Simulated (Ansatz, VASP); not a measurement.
# LiF: VASP beside Ansatz

```xyz
4
Lattice="3.1259 0.0000 0.0000 -1.5630 2.7071 0.0000 0.0000 0.0000 4.9019" Properties=species:S:1:pos:R:3 pbc="T T T"
Li    0.0000    1.8047    2.1180
Li    1.5630    0.9024    4.5689
F     0.0000    1.8047    4.8721
F     1.5630    0.9024    2.4212
```

Alike in both runs: task single point; functional PBE; k mesh 9 × 9 × 6; occupations gaussian, width 0.05 eV; no spin polarisation.

|  | VASP | Ansatz |
| --- | --- | --- |
| version | VASP 6.6.1 | Ansatz 0.2.0 |
| potentials or method | VASP PAW PBE potentials, release 64 (Li_sv, F), cutoff 520 eV | scalar-relativistic, plane waves, PAW |
| valence electrons in the cell | 20 | 20 |

```csv
,VASP,Ansatz,Ansatz less VASP
gap on the k mesh at the Fermi level (eV),7.37,7.38,+0.012
least direct gap on the mesh (eV),7.37,7.38,+0.012
rms of the force components (eV/Å),0.156,0.149,-0.0067
```

Atom by atom the forces differ by 0.007 eV/Å (rms over components).

Noted on VASP's run: the cutoff is short for stress, so the pressure is rough.
